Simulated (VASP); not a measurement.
**Ta: single point with PBE**

Ta:

```
CELL_PARAMETERS angstrom
2.90084 0.00000 0.00000
-1.45042 2.51220 0.00000
0.00000 0.00000 5.13963
ATOMIC_POSITIONS crystal
Ta 0.33333 0.66667 0.75000
Ta 0.66667 0.33333 0.25000
```

```
Program                : VASP 6.6.1
Task                   : single point
Functional             : PBE
Potentials or basis    : VASP PAW PBE potentials, release 64 (Ta_pv)
Cutoff                 : 520 eV
k mesh                 : 8 × 8 × 4
Occupations            : gaussian, width 0.05 eV
Spin                   : no spin polarisation
Dipole correction      : no
Further INCAR settings : ALGO = Normal; EDIFF = 1e-07; NBANDS = 18
```

```json
{"Pressure": "0.1 GPa", "Band gap on the k mesh": "zero (band 11 reaches 7.08 eV, above the bottom of band 12 at 4.92 eV)"}
```

Levels at points of the mesh, in eV from the Fermi level:
```
           k point  band 7  band 8  band 9  band 10  band 11  band 12  band 13  band 14  band 15  band 16
(0.00, 0.00, 0.00)   -8.15   -4.87   -0.47    -0.03     0.62     0.62     1.20     1.20     2.98     2.98
(0.50, 0.00, 0.00)   -4.01   -3.81   -3.29    -0.45    -0.30     0.56     0.87     5.61     6.43     6.74
(0.00, 0.00, 0.50)   -6.31   -6.31   -1.11    -1.11     0.67     0.67     0.67     0.67     4.45     4.45
(0.50, 0.00, 0.50)   -4.29   -4.29   -2.25    -2.25     1.51     1.51     2.63     2.63     5.60     5.60
```

Wall time 7.2 s on 1 thread of Intel(R) Xeon(R) 6975P-C (Granite Rapids), with other jobs on the host, peak memory 0.16 GiB.

Caveat: spin-orbit coupling is left out, which moves the levels of the heavy elements.
